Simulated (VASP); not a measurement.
# Lu (P-1) in VASP: single point with PBEsol

Aim: the single point of Lu with PBEsol.

Program: VASP 6.6.1. These are calculated values, not measurements. Logs are shortened: lines on timing, memory, paths and dates and some standing lists are left out, and cuts for length are marked.

## Step 1: The cell of the first run

The typed cell holds 2 atoms: a = 3.595 Å, b = 3.607 Å, c = 5.670 Å, α = 91.27°, β = 91.21°, γ = 60.66°.

## Step 2: Single point, PBEsol

POSCAR

```
Lu
1.0
    1.8122057000      3.1044063300     -0.0378731800
   -1.8247349300      3.1116399500     -0.0399321400
    0.0032663800     -0.0712646300      5.6691012400
Lu
2
Direct
    0.2600170000      0.4248890000      0.2809990000
    0.6387860000      0.7344680000      0.7731560000
```

INCAR.step1

```
PREC = Accurate
ENCUT = 520
EDIFF = 1E-7
ISMEAR = -1
SIGMA = 0.1
LREAL = False
LASPH = True
NELM = 100
ALGO = Fast
ISIF = 2
LWAVE = False
LCHARG = True
GGA = PS
NBANDS = 32
```

KPOINTS.step1

```
Automatic mesh
0
Gamma
  6 6 3
  0.5 0 0
```

INCAR.step2

```
PREC = Accurate
ENCUT = 520
EDIFF = 1E-7
ISMEAR = -5
SIGMA = 0.1
LREAL = False
LASPH = True
NELM = 100
ALGO = Fast
ISIF = 2
LWAVE = False
LCHARG = False
GGA = PS
LORBIT = 11
NEDOS = 1001
ICHARG = 11
```

KPOINTS.step2

```
regular mesh
0
Gamma
  9 9 5
```

Potentials or basis: VASP PAW PBE potentials, release 64 (Lu).

Command:

```sh
$ cat potpaw_PBE.64/Lu/POTCAR > POTCAR
$ cp INCAR.step1 INCAR
$ cp KPOINTS.step1 KPOINTS
$ mpirun -np 1 vasp_std > vasp.out
$ cp INCAR.step2 INCAR
$ cp KPOINTS.step2 KPOINTS
$ mpirun -np 1 vasp_std > vasp.out
```

OUTCAR:

```text
PREC = Accurate
   ENCUT = 520
   EDIFF = 1E-7
   ISMEAR = -5
   LREAL = False
   LASPH = True
   NELM = 100
   ISIF = 2
   GGA = PS
   LORBIT = 11
   ICHARG = 11

 ion  position               nearest neighbor table
   1  0.260  0.425  0.281-   2 3.42   2 3.46   2 3.48   2 3.56   2 3.59   2 3.63
   2  0.639  0.734  0.773-   1 3.42   1 3.46   1 3.48   1 3.56   1 3.59   1 3.63

  LATTYP: Found a triclinic cell.
 ALAT       =     3.6074305702
 B/A-ratio  =     1.0081825098
 C/A-ratio  =     1.5716311032
 COS(alpha) =     0.0011672040
 COS(beta)  =     0.0222021419
 COS(gamma) =     0.5075475244

  Lattice vectors:

 A1 = (   1.8247349300,  -3.1116399500,   0.0399321400)
 A2 = (   3.6369406300,  -0.0072336200,   0.0020589600)
 A3 = (   0.0032663800,  -0.0712646300,   5.6691012400)

Analysis of symmetry for initial positions (statically):
=====================================================================
 Subroutine PRICEL returns:
 Original cell was already a primitive cell.

 Routine SETGRP: Setting up the symmetry group for a
 triclinic supercell.

 Subroutine GETGRP returns: Found  2 space group operations
 (whereof  1 operations were pure point group operations)
 out of a pool of  2 trial point group operations.

The static configuration has the point symmetry C_1 .
 The point group associated with its full space group is S_2 .

Analysis of symmetry for dynamics (positions and initial velocities):
=====================================================================
 Subroutine PRICEL returns:
 Original cell was already a primitive cell.

 Routine SETGRP: Setting up the symmetry group for a
 triclinic supercell.

 Subroutine GETGRP returns: Found  2 space group operations
 (whereof  1 operations were pure point group operations)
 out of a pool of  2 trial point group operations.

The dynamic configuration has the point symmetry C_1 .
 The point group associated with its full space group is S_2 .

 Subroutine INISYM returns: Found  2 space group operations
 (whereof  1 operations are pure point group operations),
 and found     1 'primitive' translations

----------------------------------------------------------------------------------------

                                     Primitive cell

  volume of cell :      64.0714

  direct lattice vectors                    reciprocal lattice vectors
     1.812205700  3.104406330 -0.037873180     0.275276430  0.161452236  0.001870963
    -1.824734930  3.111639950 -0.039932140    -0.274638682  0.160347605  0.002173923
     0.003266380 -0.071264630  5.669101240    -0.000095485  0.002208063  0.176422616

  length of vectors
     3.594838319  3.607430570  5.669550087     0.319135454  0.318029065  0.176436459

  position of ions in fractional coordinates (direct lattice)
     0.260017000  0.424889000  0.280999000
     0.638786000  0.734468000  0.773156000

  ion indices of the primitive-cell ions
   primitive index   ion index
                 1           1
                 2           2

----------------------------------------------------------------------------------------

 KPOINTS: regular mesh

Automatic generation of k-mesh.
 Grid dimensions read from file:
 generate k-points for:    9    9    5

 Generating k-lattice:

  Cartesian coordinates                     Fractional coordinates (reciprocal lattice)
     0.030586270  0.017939137  0.000207885     0.111111111 -0.000000000  0.000000000
    -0.030515409  0.017816401  0.000241547     0.000000000  0.111111111  0.000000000
    -0.000019097  0.000441613  0.035284523     0.000000000  0.000000000  0.200000000

  Length of vectors
     0.035459495  0.035336563  0.035287292

  Shift w.r.t. Gamma in fractional coordinates (k-lattice)
     0.000000000  0.000000000  0.000000000

 TETIRR: Found   1212 inequivalent tetrahedra from     2430

 Subroutine IBZKPT returns following result:
 ===========================================

 Found    203 irreducible k-points:

 Following reciprocal coordinates:
            Coordinates               Weight
  0.000000  0.000000  0.000000      1.000000
  0.111111 -0.000000 -0.000000      2.000000
  0.222222  0.000000 -0.000000      2.000000
  0.333333 -0.000000 -0.000000      2.000000
  0.444444  0.000000 -0.000000      2.000000
 -0.000000  0.111111 -0.000000      2.000000
[... 16 lines left out ...]
 -0.111111  0.222222 -0.000000      2.000000
 -0.000000  0.333333 -0.000000      2.000000
 [... further k-points ...]
   k-points           NKPTS =    203   k-points in BZ     NKDIM =    203   number of bands    NBANDS=     30
   number of dos      NEDOS =   1001   number of ions     NIONS =      2
   total plane-waves  NPLWV =  32928
   dimension x,y,z NGX =    28 NGY =   28 NGZ =   42
   dimension x,y,z NGXF=    56 NGYF=   56 NGZF=   84
   ions per type =               2
   NGX,Y,Z   is equivalent  to a cutoff of  12.95, 12.90, 12.32 a.u.
   NGXF,Y,Z  is equivalent  to a cutoff of  25.90, 25.81, 24.63 a.u.
 SYSTEM =  unknown system
   PREC   = accura    normal or accurate (medium, high low for compatibility)
   ISTART =      0    job   : 0-new  1-cont  2-samecut
   ICHARG =     11    charge: 1-file 2-atom 10-const
   ISPIN  =      1    spin polarized calculation?
   LNONCOLLINEAR =      F non collinear calculations
   LSORBIT =      F    spin-orbit coupling
   LASPH  =      T    aspherical Exc in radial PAW
   ENCUT  =  520.0 eV  38.22 Ry    6.18 a.u.   6.68  6.71 10.54*2*pi/ulx,y,z
   NELM   =    100;   NELMIN=  2; NELMDL=  0     # of ELM steps
   EDIFF  = 0.1E-06   stopping-criterion for ELM
   LREAL  =      F    real-space projection
   EDIFFG = 0.1E-05   stopping-criterion for IOM
   NSW    =      0    number of steps for IOM
   IBRION =     -1    ionic relax: 0-MD 1-quasi-New 2-CG
   NFREE  =      0    steps in history (QN), initial steepest desc. (CG)
   ISIF   =      2    stress and relaxation
   ISYM   =      2    0-nonsym 1-usesym 2-fastsym
   POTIM  = 0.5000    time-step for ionic-motion
   TEBEG  =    0.0;   TEEND  =   0.0 temperature during run
   PSTRESS=    0.0 pullay stress
   NELECT =      50.0000    total number of electrons
   NUPDOWN=      -1.0000    fix difference up-down
   EMIN   =  10.00;   EMAX   =-10.00  energy-range for DOS
   EFERMI =   0.00;   METHOD = LEGACY
   ISMEAR =    -5;   SIGMA  =   0.10  broadening in eV -4-tet -1-fermi 0-gaus
   EFERMI_NEDOS =   21; number of points for ismear=-14 and -15
   IALGO  =     68    algorithm
   IMIX   =      4    mixing-type and parameters
     AMIX     =   0.40;   BMIX     =  1.00
     AMIX_MAG =   1.60;   BMIX_MAG =  1.00
  volume/ion in A,a.u.               =      32.04       216.19
  Fermi-wavevector in a.u.,A,eV,Ry     =   1.507220  2.848233 30.908524  2.271712
  Thomas-Fermi vector in A             =   2.617835
   LORBIT       =     11    0 simple, 1 ext, 2 COOP (PROOUT), +10 PAW based schemes
   GGA     = PS    functional components
   LHFCALC =     F    Hartree Fock is set to
   AEXX    =    0.0000 exact exchange contribution
   IVDW    =     0    specifies the selected vdW correction
   LEPSILON=     F    determine dielectric tensor
   LRPA    =     F    only Hartree local field effects (RPA)
 non-spin polarized calculation
 RMM-DIIS sequential band-by-band and
 Fermi weights with tetrahedron method with Bloechl corrections
  energy-cutoff  :      520.00
  volume of cell :       64.07
 maximum number of plane-waves:      1747

 number of electron      50.0000001 magnetization

 Free energy of the ion-electron system (eV)
  ---------------------------------------------------
  ext. energy  EPLUGINS =         0.00000000
  ---------------------------------------------------
  free energy    TOTEN  =        -9.70506502 eV

  energy without entropy =       -9.70506502  energy(sigma->0) =       -9.70506502

 E-fermi :   1.7181     XC(G=0): -10.3205

 val. band max:        1.7104767141   @ k =   0.1111   0.4444   0.4000
 cond. band min:       1.6867779089   @ k =  -0.2222  -0.0000   0.2000
 fundamental gap:     -0.0236988052
 Fermi energy:         1.7180987526

 k-point     1 :       0.0000    0.0000    0.0000
  band No.  band energies     occupation
      1     -54.6906      2.00000
      2     -54.6675      2.00000
      3     -25.5378      2.00000
      4     -25.2279      2.00000
      5     -25.2075      2.00000
      6     -25.1641      2.00000
[... 22 lines left out ...]
     29       4.3515      0.00000
     30       4.5885      0.00000

 k-point     2 :       0.1111   -0.0000   -0.0000
  band No.  band energies     occupation
      1     -54.6887      2.00000
      2     -54.6670      2.00000
      3     -25.5226      2.00000
      4     -25.2545      2.00000
      5     -25.2183      2.00000
      6     -25.1806      2.00000
[... 22 lines left out ...]
     29       4.3858      0.00000
     30       4.6512      0.00000

 k-point     3 :       0.2222    0.0000   -0.0000
  band No.  band energies     occupation
      1     -54.6838      2.00000
      2     -54.6660      2.00000
      3     -25.4803      2.00000
      4     -25.3218      2.00000
      5     -25.2543      2.00000
      6     -25.2428      2.00000
[... 22 lines left out ...]
     29       4.3174      0.00000
     30       4.9037      0.00000

 k-point     4 :       0.3333   -0.0000   -0.0000
  band No.  band energies     occupation
      1     -54.6774      2.00000
      2     -54.6656      2.00000
      3     -25.4202      2.00000
      4     -25.3981      2.00000
      5     -25.3349      2.00000
      6     -25.2689      2.00000
[... 616 lines left out ...]
     29       3.5481      0.00000
     30       5.7182      0.00000

 k-point    23 :      -0.1111    0.2222   -0.0000
  band No.  band energies     occupation
      1     -54.6807      2.00000
      2     -54.6650      2.00000
      3     -25.4546      2.00000
      4     -25.3495      2.00000
      5     -25.3196      2.00000
      6     -25.2561      2.00000
[... 22 lines left out ...]
     29       4.0164      0.00000
     30       5.2002      0.00000

 k-point    24 :      -0.0000    0.3333   -0.0000
  band No.  band energies     occupation
      1     -54.6792      2.00000
      2     -54.6642      2.00000
      3     -25.4437      2.00000
      4     -25.3921      2.00000
      5     -25.3323      2.00000
      6     -25.2741      2.00000
[... 22 lines left out ...]
     29       3.8215      0.00000
     30       5.8444      0.00000

 [... further k-points ...]

------------------------ aborting loop because EDIFF is reached ----------------------------------------

  FORCE on cell =-STRESS in cart. coord.  units (eV):
  Direction    XX          YY          ZZ          XY          YZ          ZX
  --------------------------------------------------------------------------------------
  -------------------------------------------------------------------------------------
  Total       -3.1196932     -2.9285151     -3.6291722      0.1321794      0.2459811     -0.0331598
  in kB      -78.0113903    -73.2307687    -90.7514767      3.3052916      6.1510307     -0.8291977
  external PRESSURE =     -80.6645452 kB  Pullay stress =       0.0000000 kB

 VOLUME and BASIS-vectors are now :
 -----------------------------------------------------------------------------
  energy-cutoff  :      520.00
  volume of cell :       64.07
      direct lattice vectors                 reciprocal lattice vectors
     1.812205700  3.104406330 -0.037873180     0.275276430  0.161452236  0.001870963
    -1.824734930  3.111639950 -0.039932140    -0.274638682  0.160347605  0.002173923
     0.003266380 -0.071264630  5.669101240    -0.000095485  0.002208063  0.176422616

 POSITION                                       TOTAL-FORCE (eV/Angst)
 -----------------------------------------------------------------------------------
     -0.30319      2.10927      1.56620         0.173061      0.068937     -0.146025
     -0.18007      4.21335      4.32958        -0.173061     -0.068937      0.146025
 -----------------------------------------------------------------------------------
    total drift:                               -0.000037      0.000031      0.000006

  FREE ENERGIE OF THE ION-ELECTRON SYSTEM (eV)
  ---------------------------------------------------
  free  energy   TOTEN  =        -9.7050650155 eV

  energy  without entropy=       -9.7050650155  energy(sigma->0) =       -9.70506502

 total charge

# of ion       s       p       d       f       tot
--------------------------------------------------
    1        2.348   6.039   0.710  13.955  23.052
    2        2.348   6.039   0.710  13.955  23.052
--------------------------------------------------
tot          4.697  12.078   1.421  27.909  46.105
```

Wall time 13 min (1 thread of Intel Xeon Platinum 8488C (Sapphire Rapids), shared host); peak memory 0.43 GiB.

Results:

```yaml
Valence_electrons_inside_the_program's_atomic_spheres: Lu 23.05
```

Levels at points of the mesh, in eV from the Fermi level:
```tsv
k point	band 21	band 22	band 23	band 24	band 25	band 26	band 27	band 28	band 29	band 30
(0.00, 0.00, 0.00)	-5.05	-5.03	-5.03	-2.25	0.41	1.97	2.22	2.31	2.63	2.87
```

Caveat: the k points lie up to 0.37 Å⁻¹ apart; the PAW data sets were made with another functional, which shifts forces and pressure a little; spin-orbit coupling is left out, which moves the levels of the heavy elements; tetrahedron occupations give inexact forces and stress in metals.
